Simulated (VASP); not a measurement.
Here is a VASP 6.6.1 calculation.

INCAR

```
SYSTEM = Zr3S2
  ALGO = Normal
  EDIFF = 1E-6
  EDIFFG = -0.01
  ENCUT = 600
  GGA = PS
  IBRION = 2
  ISIF = 3
  ISMEAR = -1
  LASPH = .True.
  LCHARG = .False.
  LREAL = .False.
  LWAVE = .False.
  NELM = 100
  NSW = 60
  PREC = Accurate
  SIGMA = 0.05
```

The input KPOINTS:

```
k-points
0
Gamma
  6 6 6
  0 0 0
```

The input POSCAR:

```
Zr3S2
1.0
    2.9025379727      1.6757810799      3.4877732718
   -2.9025379727      1.6757810799      3.4877732718
    0.0000000000     -3.3515621597      3.4877732718
Zr S
3 2
Direct
    0.8387270000      0.5000000000      0.1612730000
    0.5000000000      0.1612730000      0.8387270000
    0.1612730000      0.8387270000      0.5000000000
    0.6650230000      0.6650230000      0.6650230000
    0.3349770000      0.3349770000      0.3349770000
```

Potentials or basis: VASP PAW PBE potentials, release 64 (Zr_sv, S).

The run is started by

```console
$ cat potpaw_PBE.64/Zr_sv/POTCAR potpaw_PBE.64/S/POTCAR > POTCAR
$ mpirun -np 1 vasp_std > vasp.out
```

Q: Estimate the relaxed volume.

A: 19.55 Å³/atom.

Q: Estimate the space group after relaxing (to 0.1 Å).

A: R32 (No. 155).

Q: What does it give for the relaxed cell?

A: a = 4.773 Å, b = 4.773 Å, c = 4.773 Å, α = 73.72°, β = 73.72°, γ = 73.72°.

Q: What does it give for the band gap on the k mesh?

A: Zero (bands 24 and 25 overlap by 0.23 eV).

Forces in eV/Å, atoms in the order of the input:
```
Zr   0.000  0.000  0.000
Zr   0.000  0.000  0.000
Zr   0.000  0.000  0.000
S    0.000  0.000 -0.005
S    0.000  0.000  0.005
```

Caveat: the PAW data sets were made with another functional, which shifts forces and pressure a little.
